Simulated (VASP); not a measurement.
A run of VASP 6.6.1:

The input INCAR:

```
  PREC = Accurate
  ENCUT = 520
  EDIFF = 1E-6
  ISMEAR = 0
  SIGMA = 0.02
  LREAL = False
  LASPH = True
  NELM = 60
  ALGO = Normal
  ISIF = 2
  LWAVE = False
  LCHARG = False
  GGA = PS
  IBRION = 2
  NSW = 60
  EDIFFG = -0.002
```

File KPOINTS:

```
regular mesh
0
Gamma
  9 9 6
```

POSCAR

```
C
1.0
    2.4991315048      0.0000000000      0.0000000000
   -1.2495657524      2.1643113706      0.0000000000
    0.0000000000      0.0000000000      4.1189829190
C
4
Direct
    0.3333333333      0.6666666667     -0.0002589788
    0.6666666667      0.3333333333      0.4997410212
    0.3333333333      0.6666666667      0.3742589788
    0.6666666667      0.3333333333      0.8742589788
```

Potentials or basis: VASP PAW PBE potentials, release 64 (C).

Command:

```console
$ cat potpaw_PBE.64/C/POTCAR > POTCAR
$ mpirun -np 1 vasp_std > vasp.out
```

Hardware: 1 thread of AMD EPYC 7R13, with other jobs on the host.

**Question.** Estimate the wall time of this run.

**Answer.** It took 35 s on 1 thread of AMD EPYC 7R13, on a shared host, peak memory 0.1 GiB. Counts: scf iterations 15, k points 48, ion steps 3.
